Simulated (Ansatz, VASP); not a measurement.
**Two plane-wave programs on Si2Ni**

```xyz
3
Lattice="0.0000 2.7224 2.7224 2.7224 0.0000 2.7224 2.7224 2.7224 0.0000" Properties=species:S:1:pos:R:3 pbc="T T T"
Si    1.3612    1.3612    1.3612
Si    4.0835    4.0835    4.0835
Ni    0.0000    0.0000    0.0000
```

Alike in both runs: task single point; functional PBEsol; k mesh 14 × 14 × 14; occupations gaussian, width 0.1 eV; no spin polarisation.

```csv
,VASP,Ansatz
version,VASP 6.6.1,Ansatz 0.2.0
potentials or method,"VASP PAW PBE potentials, release 64 (Si, Ni), cutoff 520 eV","scalar-relativistic, plane waves, PAW"
valence electrons in the cell,18,26
```

Ansatz gave:

```
gap on the k mesh at the Fermi level (eV) : none
pressure (GPa)                            : -4.4
```

**Question.** Estimate VASP's values.

**Answer.** gap on the k mesh at the Fermi level (eV): none; pressure (GPa): -4.3.

VASP's potentials were made for PBE, not for PBEsol. A gap of «none» marks a metal or a gap that the smearing closes. With one functional, cell and mesh, what is left measures potentials, basis and numerics. VASP's potentials hold 18 valence electrons a cell and Ansatz's 26, so a difference there can come from the potentials and not from the codes.
